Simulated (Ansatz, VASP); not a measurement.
**KMgF3 in VASP and in Ansatz**

The input INCAR:

```
PREC = Accurate ; ENCUT = 520
EDIFF = 1E-6 ; ISMEAR = 0
SIGMA = 0.05 ; LREAL = False
LASPH = True ; NELM = 60
ALGO = Normal ; ISIF = 2
LWAVE = False ; LCHARG = True
GGA = PE ; LELF = True
LVHAR = True ; NBANDS = 24
```

KPOINTS

```
regular mesh
0
Gamma
  6 6 6
```

File POSCAR:

```
KMgF3
1.0
    3.8264640000      0.0000000000      0.0000000000
    0.0000000000      3.8264640000      0.0000000000
    0.0000000000      0.0000000000      3.8264640000
K Mg F
1 1 3
Direct
    0.5000000000      0.5000000000      0.5000000000
    0.0000000000      0.0000000000      0.0000000000
    0.5000000000      0.0000000000      0.0000000000
    0.0000000000      0.5000000000      0.0000000000
    0.0000000000      0.0000000000      0.5000000000
```

Input for Ansatz:

```yaml
crystal:
  lattice:
    - [3.826464, 0.0, 0.0]
    - [0.0, 3.826464, 0.0]
    - [0.0, 0.0, 3.826464]
  atoms:
    - { symbol: K, position: [0.5, 0.5, 0.5] }
    - { symbol: Mg, position: [0.0, 0.0, 0.0] }
    - { symbol: F, position: [0.5, 0.0, 0.0] }
    - { symbol: F, position: [0.0, 0.5, 0.0] }
    - { symbol: F, position: [0.0, 0.0, 0.5] }
basis:
  ecutwfc: 420
kpoints:
  mp_grid: { grid: [6, 6, 6] }
hamiltonian:
  xc: pbe
scf:
  occupations: { method: gaussian, width: 0.05 }
output:
  forces: true
  stress: true
  eigenvalues: true
  write_density: true
  write_potential: true
  elf: true
  volumetric_format: npy
```

Change from the starting cell: strain -0.040 along x and y, -0.040 along z, atoms carried along.

Alike in both runs: task single point; functional PBE; k mesh 6 × 6 × 6; occupations gaussian, width 0.05 eV; no spin polarisation.

```csv
,VASP,Ansatz
version,VASP 6.6.1,Ansatz 0.2.0
potentials or method,"VASP PAW PBE potentials, release 64 (K_sv, Mg, F), cutoff 520 eV","scalar-relativistic, plane waves, PAW"
valence electrons in the cell,32,40
```

Ansatz gave:

```
gap on the k mesh at the Fermi level (eV) : 8.33
least direct gap on the mesh (eV)         : 8.64
pressure (GPa)                            : 16.9
```

Task: Estimate VASP's values.

Result: gap on the k mesh at the Fermi level (eV): 8.30; least direct gap on the mesh (eV): 8.62; pressure (GPa): 16.5.

VASP's potentials hold 32 valence electrons a cell and Ansatz's 40, so a difference there can come from the potentials and not from the codes.
